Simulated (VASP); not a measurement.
Runs of VASP 6.6.1 on Pt. The structure is that of space group P6_3/mmc (No. 194), or close to it. The cells are those of the table. This isn't the form of Pt at room conditions, which is fcc.

```csv
task,cell,cutoff (eV),smearing,gap on the mesh (eV),pressure (GPa),relaxed volume (Å³/atom)
single point,"a = 2.708, b = 2.708, c = 4.614 Å, angles 90.0, 90.0, 120.0°, 2 atoms",520,fermi-dirac 0.15 eV,none,5.8,-
relaxation of cell and atoms,"relaxed from a = 2.708, b = 2.708, c = 4.678 Å, angles 90.0, 90.0, 120.0°, 2 atoms",600,fermi-dirac 0.15 eV,none,0.0,(b)
relaxation of cell and atoms,"relaxed from a = 2.709, b = 2.709, c = 4.683 Å, angles 90.0, 90.0, 120.0°, 2 atoms",600,gaussian 0.1 eV,none,0.0,14.90
single point,"a = 2.669, b = 2.669, c = 4.532 Å, angles 90.0, 90.0, 120.0°, 2 atoms",520,fermi-dirac 0.15 eV,none,(a),-
single point,"a = 2.721, b = 2.721, c = 4.644 Å, angles 90.0, 90.0, 120.0°, 2 atoms",520,fermi-dirac 0.15 eV,none,0.8,-
single point,"a = 2.708, b = 2.708, c = 4.678 Å, angles 90.0, 90.0, 120.0°, 2 atoms",520,gaussian 0.1 eV,none,0.7,-
single point,"a = 2.696, b = 2.696, c = 4.643 Å, angles 90.0, 90.0, 120.0°, 2 atoms",520,tetrahedron,none,5.8,-
relaxation of cell and atoms,"relaxed to 5 GPa from a = 2.721, b = 2.721, c = 4.644 Å, angles 90.0, 90.0, 120.0°, 2 atoms",600,fermi-dirac 0.15 eV,none,5.0,-
```

Alike in all rows: level LDA; potentials or basis VASP PAW LDA potentials, release 64 (Pt); no spin polarisation; k mesh 18 × 18 × 10.

Problem. Estimate the missing entries.

Solution. (a) 23.0; (b) 14.93.

Caveats: spin-orbit coupling is left out, which moves the levels of the heavy elements; the cell stands under pressure (at least some runs); tetrahedron occupations give inexact forces and stress in metals (at least some runs); the cell is relaxed towards a set pressure, so the run minimises the enthalpy, not the energy (at least some runs).

A k mesh can miss the band edges, and the runs leave out spin-orbit coupling on Pt.

A gap of «none» marks levels without a gap at the run's occupations.
